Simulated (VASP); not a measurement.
Runs of VASP 6.6.1 on AlN. The cells are those of the table. 

```csv
cell,gap on the mesh (eV),pressure (GPa),largest force (eV/Å)
"a = 3.107, b = 3.107, c = 9.976 Å, angles 88.2, 86.4, 60.0°, 8 atoms",4.47,-1.0,(c)
"a = 3.107, b = 3.107, c = 10.034 Å, angles 86.4, 82.9, 60.0°, 8 atoms",(a),-1.7,1.28
"a = 3.107, b = 3.107, c = 9.962 Å, angles 89.1, 88.2, 60.0°, 8 atoms",4.78,(b),0.65
"a = 3.107, b = 3.107, c = 10.000 Å, angles 87.3, 84.7, 60.0°, 8 atoms",4.14,-1.4,1.52
```

Alike in all rows: task single point; level r2SCAN; potentials or basis VASP PAW PBE potentials, release 64 (Al, N); no spin polarisation; k mesh 8 × 8 × 3; cutoff (eV) 520; smearing gaussian 0.05 eV.

Estimate the missing entries.

(a) 3.87; (b) -0.6; (c) 1.27.

Caveats: the PAW data sets were made with another functional, which shifts forces and pressure a little.

A k mesh can miss the band edges.
